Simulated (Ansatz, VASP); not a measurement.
## One calculation of Hf2N, two programs

```
CELL_PARAMETERS angstrom
5.29554 0.00000 0.00000
0.00000 5.29554 0.00000
0.00000 0.00000 3.22745
ATOMIC_POSITIONS crystal
Hf 0.29546 0.29546 0.00000
Hf 0.70454 0.70454 0.00000
Hf 0.79546 0.20454 0.50000
Hf 0.20454 0.79546 0.50000
N 0.00000 0.00000 0.00000
N 0.50000 0.50000 0.50000
```

Alike in both runs: functional PBEsol; k mesh 8 × 8 × 12; occupations gaussian, width 0.1 eV; no spin polarisation.

Ansatz relaxed the structure, and its values are those at the end. VASP's run is a single point on that final structure, the one shown.

|  | VASP | Ansatz |
| --- | --- | --- |
| version | VASP 6.6.1 | Ansatz 0.2.0 |
| potentials or method | VASP PAW PBE potentials, release 64 (Hf_pv, N), cutoff 520 eV | scalar-relativistic, plane waves, PAW |
| valence electrons in the cell | 50 | 114 |

|  | VASP | Ansatz | Ansatz less VASP |
| --- | --- | --- | --- |
| gap on the k mesh at the Fermi level (eV) | none | none | - |
| pressure (GPa) | -1.0 | 0.0 | +0.98 |

VASP's potentials were made for PBE, not for PBEsol. A gap of «none» marks a metal or a gap that the smearing closes. VASP's potentials hold 50 valence electrons a cell and Ansatz's 114, so a difference there can come from the potentials and not from the codes.

Neither program's run includes spin-orbit coupling.
